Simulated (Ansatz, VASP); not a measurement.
W: VASP beside Ansatz

Contents of INCAR:

```
PREC = Accurate
ENCUT = 520
EDIFF = 1E-6
ISMEAR = 0
SIGMA = 0.15
LREAL = False
LASPH = True
NELM = 80
ALGO = Fast
ISIF = 2
LWAVE = False
LCHARG = False
GGA = PE
NBANDS = 13
```

File KPOINTS:

```
regular mesh
0
Gamma
  20 20 20
```

POSCAR

```
W
1.0
   -1.5174350000      1.6771650000      1.5973000000
    1.5174350000     -1.6771650000      1.5973000000
    1.5174350000      1.6771650000     -1.5973000000
W
1
Direct
    0.0000000000      0.0000000000      0.0000000000
```

Input for Ansatz:

```yaml
crystal:
  lattice:
    - [-1.517435, 1.677165, 1.5973]
    - [1.517435, -1.677165, 1.5973]
    - [1.517435, 1.677165, -1.5973]
  atoms:
    - { symbol: W, position: [0.0, 0.0, 0.0] }
basis:
  ecutwfc: 420
kpoints:
  mp_grid: { grid: [20, 20, 20] }
hamiltonian:
  xc: pbe
scf:
  occupations: { method: gaussian, width: 0.15 }
output:
  forces: true
  stress: true
  eigenvalues: true
```

Change from the starting cell: strain -0.0500 x Voigt [1, -1, 0, 0, 0, 0], atoms carried along.

Alike in both runs: task single point; functional PBE; k mesh 20 × 20 × 20; occupations gaussian, width 0.15 eV; no spin polarisation.

|  | VASP | Ansatz |
| --- | --- | --- |
| version | VASP 6.6.1 | Ansatz 0.2.0 |
| potentials or method | VASP PAW PBE potentials, release 64 (W_sv), cutoff 520 eV | scalar-relativistic, plane waves, PAW |
| valence electrons in the cell | 14 | 14 |

```csv
,VASP,Ansatz,Ansatz less VASP
gap on the k mesh at the Fermi level (eV),none,none,-
pressure (GPa),-0.7,-1.2,-0.43
"traceless stress, the component that is largest in VASP (GPa)",15.33,15.34,+0.008
```

A gap of «none» marks a metal or a gap that the smearing closes. With one functional, cell and mesh, what is left measures potentials, basis and numerics.

Spin-orbit coupling is off throughout.
